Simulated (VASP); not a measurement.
# Si (Fd-3m) in VASP: single point with PBEsol

Aim: the single point of Si with PBEsol.

Program: VASP 6.6.1. These are calculated values, not measurements. Logs are shortened: lines on timing, memory, paths and dates and some standing lists are left out, and cuts for length are marked.

## 1. The cell of the first run

Symmetry: Fd-3m, No. 227, cubic system. Conventional cell: a = 5.379 Å, b = 5.379 Å, c = 5.379 Å, α = 90.00°, β = 90.00°, γ = 90.00°. Within 3.1 Å of Si (site symmetry -43m) lie 4 Si at 2.33 Å.

## 2. Single point, PBEsol (strained cell)

File INCAR:

```
SYSTEM = Si
PREC = Accurate
ENCUT = 500
EDIFF = 1E-6
ISMEAR = 0
SIGMA = 0.02
LREAL = .False.
LASPH = .True.
NELM = 120
ALGO = Normal
ISIF = 2
LWAVE = .False.
LCHARG = .False.
GGA = PS
NBANDS = 11
GGA_COMPAT = .False.
```

File KPOINTS:

```
regular mesh
0
Gamma
  10 10 10
  0 0 0
```

File POSCAR:

```
Si
1.0
    0.0000000000      2.6896621261      2.6896621261
    2.6896621261      0.0000000000      2.6896621261
    2.6896621261      2.6896621261      0.0000000000
Si
2
Direct
    0.0000000000      0.0000000000      0.0000000000
    0.2500000000      0.2500000000      0.2500000000
```

Potentials or basis: VASP PAW PBE potentials, release 64 (Si).

Launch:

```bash
$ cat potpaw_PBE.64/Si/POTCAR > POTCAR
$ mpirun -np 1 vasp_std > vasp.out
```

OUTCAR:

```text
SYSTEM = Si
   PREC = Accurate
   ENCUT = 500
   EDIFF = 1E-6
   ISMEAR = 0
   LREAL = .False.
   LASPH = .True.
   NELM = 120
   ISIF = 2
   GGA = PS

 ion  position               nearest neighbor table
   1  0.000  0.000  0.000-   2 2.33   2 2.33   2 2.33   2 2.33
   2  0.250  0.250  0.250-   1 2.33   1 2.33   1 2.33   1 2.33

  LATTYP: Found a face centered cubic cell.
 ALAT       =     5.3793242522

  Lattice vectors:

 A1 = (   0.0000000000,   2.6896621261,   2.6896621261)
 A2 = (   2.6896621261,   0.0000000000,   2.6896621261)
 A3 = (   2.6896621261,   2.6896621261,   0.0000000000)

Analysis of symmetry for initial positions (statically):
=====================================================================
 Subroutine PRICEL returns:
 Original cell was already a primitive cell.

 Routine SETGRP: Setting up the symmetry group for a
 face centered cubic supercell.

 Subroutine GETGRP returns: Found 48 space group operations
 (whereof 24 operations were pure point group operations)
 out of a pool of 48 trial point group operations.

The static configuration has the point symmetry T_d .
 The point group associated with its full space group is O_h .

Analysis of symmetry for dynamics (positions and initial velocities):
=====================================================================
 Subroutine PRICEL returns:
 Original cell was already a primitive cell.

 Routine SETGRP: Setting up the symmetry group for a
 face centered cubic supercell.

 Subroutine GETGRP returns: Found 48 space group operations
 (whereof 24 operations were pure point group operations)
 out of a pool of 48 trial point group operations.

The dynamic configuration has the point symmetry T_d .
 The point group associated with its full space group is O_h .

 Subroutine INISYM returns: Found 48 space group operations
 (whereof 24 operations are pure point group operations),
 and found     1 'primitive' translations

----------------------------------------------------------------------------------------

                                     Primitive cell

  volume of cell :      38.9156

  direct lattice vectors                    reciprocal lattice vectors
     0.000000000  2.689662126  2.689662126    -0.185896955  0.185896955  0.185896955
     2.689662126  0.000000000  2.689662126     0.185896955 -0.185896955  0.185896955
     2.689662126  2.689662126  0.000000000     0.185896955  0.185896955 -0.185896955

  length of vectors
     3.803756657  3.803756657  3.803756657     0.321982972  0.321982972  0.321982972

  position of ions in fractional coordinates (direct lattice)
     0.000000000  0.000000000  0.000000000
     0.250000000  0.250000000  0.250000000

  ion indices of the primitive-cell ions
   primitive index   ion index
                 1           1
                 2           2

----------------------------------------------------------------------------------------

 KPOINTS: regular mesh

Automatic generation of k-mesh.
 Grid dimensions read from file:
 generate k-points for:   10   10   10

 Generating k-lattice:

  Cartesian coordinates                     Fractional coordinates (reciprocal lattice)
    -0.018589696  0.018589696  0.018589696     0.100000000  0.000000000  0.000000000
     0.018589696 -0.018589696  0.018589696     0.000000000  0.100000000  0.000000000
     0.018589696  0.018589696 -0.018589696     0.000000000  0.000000000  0.100000000

  Length of vectors
     0.032198297  0.032198297  0.032198297

  Shift w.r.t. Gamma in fractional coordinates (k-lattice)
     0.000000000  0.000000000  0.000000000

 Subroutine IBZKPT returns following result:
 ===========================================

 Found     47 irreducible k-points:

 Following reciprocal coordinates:
            Coordinates               Weight
  0.000000  0.000000  0.000000      1.000000
  0.100000  0.000000  0.000000      8.000000
  0.200000  0.000000  0.000000      8.000000
  0.300000  0.000000  0.000000      8.000000
  0.400000  0.000000  0.000000      8.000000
  0.500000  0.000000  0.000000      4.000000
[... 16 lines left out ...]
  0.300000  0.300000  0.000000      6.000000
  0.400000  0.300000  0.000000     24.000000
 [... further k-points ...]
   k-points           NKPTS =     47   k-points in BZ     NKDIM =     47   number of bands    NBANDS=     11
   number of dos      NEDOS =    301   number of ions     NIONS =      2
   total plane-waves  NPLWV =  21952
   dimension x,y,z NGX =    28 NGY =   28 NGZ =   28
   dimension x,y,z NGXF=    56 NGYF=   56 NGZF=   56
   ions per type =               2
   NGX,Y,Z   is equivalent  to a cutoff of  12.24, 12.24, 12.24 a.u.
   NGXF,Y,Z  is equivalent  to a cutoff of  24.48, 24.48, 24.48 a.u.
 SYSTEM =  Si
   PREC   = accura    normal or accurate (medium, high low for compatibility)
   ISTART =      0    job   : 0-new  1-cont  2-samecut
   ICHARG =      2    charge: 1-file 2-atom 10-const
   ISPIN  =      1    spin polarized calculation?
   LNONCOLLINEAR =      F non collinear calculations
   LSORBIT =      F    spin-orbit coupling
   LASPH  =      T    aspherical Exc in radial PAW
   ENCUT  =  500.0 eV  36.75 Ry    6.06 a.u.   6.94  6.94  6.94*2*pi/ulx,y,z
   NELM   =    120;   NELMIN=  2; NELMDL= -5     # of ELM steps
   EDIFF  = 0.1E-05   stopping-criterion for ELM
   LREAL  =      F    real-space projection
   EDIFFG = 0.1E-04   stopping-criterion for IOM
   NSW    =      0    number of steps for IOM
   IBRION =     -1    ionic relax: 0-MD 1-quasi-New 2-CG
   NFREE  =      0    steps in history (QN), initial steepest desc. (CG)
   ISIF   =      2    stress and relaxation
   ISYM   =      2    0-nonsym 1-usesym 2-fastsym
   POTIM  = 0.5000    time-step for ionic-motion
   TEBEG  =    0.0;   TEEND  =   0.0 temperature during run
   PSTRESS=    0.0 pullay stress
   NELECT =       8.0000    total number of electrons
   NUPDOWN=      -1.0000    fix difference up-down
   EMIN   =  10.00;   EMAX   =-10.00  energy-range for DOS
   EFERMI =   0.00;   METHOD = LEGACY
   ISMEAR =     0;   SIGMA  =   0.02  broadening in eV -4-tet -1-fermi 0-gaus
   EFERMI_NEDOS =   21; number of points for ismear=-14 and -15
   IALGO  =     38    algorithm
   IMIX   =      4    mixing-type and parameters
     AMIX     =   0.40;   BMIX     =  1.00
     AMIX_MAG =   1.60;   BMIX_MAG =  1.00
  volume/ion in A,a.u.               =      19.46       131.31
  Fermi-wavevector in a.u.,A,eV,Ry     =   0.966193  1.825840 12.701425  0.933528
  Thomas-Fermi vector in A             =   2.095973
   LORBIT       =      0    0 simple, 1 ext, 2 COOP (PROOUT), +10 PAW based schemes
   GGA     = PS    functional components
   LHFCALC =     F    Hartree Fock is set to
   AEXX    =    0.0000 exact exchange contribution
   IVDW    =     0    specifies the selected vdW correction
   LEPSILON=     F    determine dielectric tensor
   LRPA    =     F    only Hartree local field effects (RPA)
 non-spin polarized calculation
 Gauss-broadening in eV      SIGMA  =   0.02
  energy-cutoff  :      500.00
  volume of cell :       38.92
 maximum number of plane-waves:       999
   NGX = 13   NGY = 13   NGZ = 13

 number of electron       8.0000001 magnetization

 Free energy of the ion-electron system (eV)
  ---------------------------------------------------
  ext. energy  EPLUGINS =         0.00000000
  ---------------------------------------------------
  free energy    TOTEN  =       -11.48084520 eV

  energy without entropy =      -11.48084520  energy(sigma->0) =      -11.48084520

 E-fermi :   6.1719     XC(G=0):  -9.6634

 val. band max:        6.0827605244   @ k =   0.0000   0.0000   0.0000
 cond. band min:       6.4987754721   @ k =   0.4000   0.4000   0.0000
 fundamental gap:      0.4160149477
 Fermi energy:         6.1719073413

 k-point     1 :       0.0000    0.0000    0.0000
  band No.  band energies     occupation
      1      -6.1070      2.00000
      2       6.0828      2.00000
      3       6.0828      2.00000
      4       6.0828      2.00000
      5       8.6109      0.00000
      6       8.6109      0.00000
      7       8.6109      0.00000
      8       9.7355      0.00000
      9      13.7860      0.00000
     10      13.7860      0.00000
     11      13.9105      0.00000

 k-point     2 :       0.1000    0.0000    0.0000
  band No.  band energies     occupation
      1      -5.9724      2.00000
      2       4.9208      2.00000
      3       5.8755      2.00000
      4       5.8755      2.00000
      5       8.6681      0.00000
      6       8.9148      0.00000
      7       8.9148      0.00000
      8      10.6044      0.00000
      9      13.4031      0.00000
     10      13.4031      0.00000
     11      14.4738      0.00000

 k-point     3 :       0.2000    0.0000    0.0000
  band No.  band energies     occupation
      1      -5.5744      2.00000
      2       3.0167      2.00000
      3       5.4830      2.00000
      4       5.4830      2.00000
      5       8.3319      0.00000
      6       9.4303      0.00000
      7       9.4303      0.00000
      8      12.3277      0.00000
      9      13.0704      0.00000
     10      13.0704      0.00000
     11      15.1264      0.00000

 k-point     4 :       0.3000    0.0000    0.0000
  band No.  band energies     occupation
      1      -4.9390      2.00000
      2       1.1837      2.00000
      3       5.1415      2.00000
      4       5.1415      2.00000
      5       7.9708      0.00000
      6       9.5739      0.00000
      7       9.5739      0.00000
      8      13.6458      0.00000
      9      13.6458      0.00000
     10      13.7727      0.00000
     11      14.9702      0.00000

 k-point     5 :       0.4000    0.0000    0.0000
  band No.  band energies     occupation
      1      -4.1617      2.00000
      2      -0.3399      2.00000
      3       4.9264      2.00000
      4       4.9264      2.00000
      5       7.7313      0.00000
      6       9.4271      0.00000
      7       9.4271      0.00000
      8      13.7655      0.00000
      9      15.0844      0.00000
     10      15.0844      0.00000
     11      16.3294      0.00000
[... 211 lines left out ...]
 k-point    21 :      -0.3000    0.2000    0.0000
  band No.  band energies     occupation
      1      -3.9730      2.00000
      2       0.2741      2.00000
      3       2.4937      2.00000
      4       4.7260      2.00000
      5       8.4766      0.00000
      6      10.5991      0.00000
      7      10.6928      0.00000
      8      12.8447      0.00000
      9      12.8578      0.00000
     10      15.7029      0.00000
     11      17.9964      0.00000

 k-point    22 :      -0.2000    0.2000    0.0000
  band No.  band energies     occupation
      1      -4.7170      2.00000
      2       1.5567      2.00000
      3       2.9483      2.00000
      4       5.2157      2.00000
      5       8.9680      0.00000
      6      10.0710      0.00000
      7      10.3826      0.00000
      8      11.8593      0.00000
      9      12.0981      0.00000
     10      16.8285      0.00000
     11      17.0724      0.00000

 k-point    23 :       0.3000    0.3000    0.0000
  band No.  band energies     occupation
      1      -4.5131      2.00000
      2       1.6515      2.00000
      3       3.7712      2.00000
      4       3.7712      2.00000
      5       6.8044      0.00000
      6       8.3454      0.00000
      7      12.8120      0.00000
      8      12.8120      0.00000
      9      15.4803      0.00000
     10      15.5603      0.00000
     11      18.5820      0.00000

 k-point    24 :       0.4000    0.3000    0.0000
  band No.  band energies     occupation
      1      -3.8811      2.00000
      2       0.6196      2.00000
      3       3.1092      2.00000
      4       3.5616      2.00000
      5       6.9919      0.00000
      6       8.1852      0.00000
      7      13.1345      0.00000
      8      13.2149      0.00000
      9      16.6087      0.00000
     10      17.1332      0.00000
     11      18.3219      0.00000

 [... further k-points ...]
[... 5 lines left out ...]
  --------------------------------------------------------------------------------------
  -------------------------------------------------------------------------------------
  Total        0.7619368      0.7619368      0.7619368      0.0000000      0.0000000      0.0000000
  in kB       31.3694098     31.3694098     31.3694098      0.0000000      0.0000000      0.0000000
  external PRESSURE =      31.3694098 kB  Pullay stress =       0.0000000 kB

 VOLUME and BASIS-vectors are now :
 -----------------------------------------------------------------------------
  energy-cutoff  :      500.00
  volume of cell :       38.92
      direct lattice vectors                 reciprocal lattice vectors
     0.000000000  2.689662126  2.689662126    -0.185896955  0.185896955  0.185896955
     2.689662126  0.000000000  2.689662126     0.185896955 -0.185896955  0.185896955
     2.689662126  2.689662126  0.000000000     0.185896955  0.185896955 -0.185896955

 POSITION                                       TOTAL-FORCE (eV/Angst)
 -----------------------------------------------------------------------------------
      0.00000      0.00000      0.00000        -0.000000     -0.000000      0.000000
      1.34483      1.34483      1.34483         0.000000      0.000000      0.000000
 -----------------------------------------------------------------------------------
    total drift:                                0.000000      0.000000     -0.000000

  FREE ENERGIE OF THE ION-ELECTRON SYSTEM (eV)
  ---------------------------------------------------
  free  energy   TOTEN  =       -11.4808452044 eV

  energy  without entropy=      -11.4808452044  energy(sigma->0) =      -11.48084520
```

Wall time 14 s (1 thread of Intel Xeon Platinum 8488C (Sapphire Rapids), shared host); peak memory 0.15 GiB.

Results:

- Free energy: -11.4808 eV
- Pressure: 3.1 GPa
- Band gap on the k mesh: 0.42 eV, indirect (least direct gap 2.53 eV)

Caveat: the cell differs from its parent crystal (strained cell); the PAW data sets were made with another functional, which shifts forces and pressure a little. A k mesh can miss the band edges.
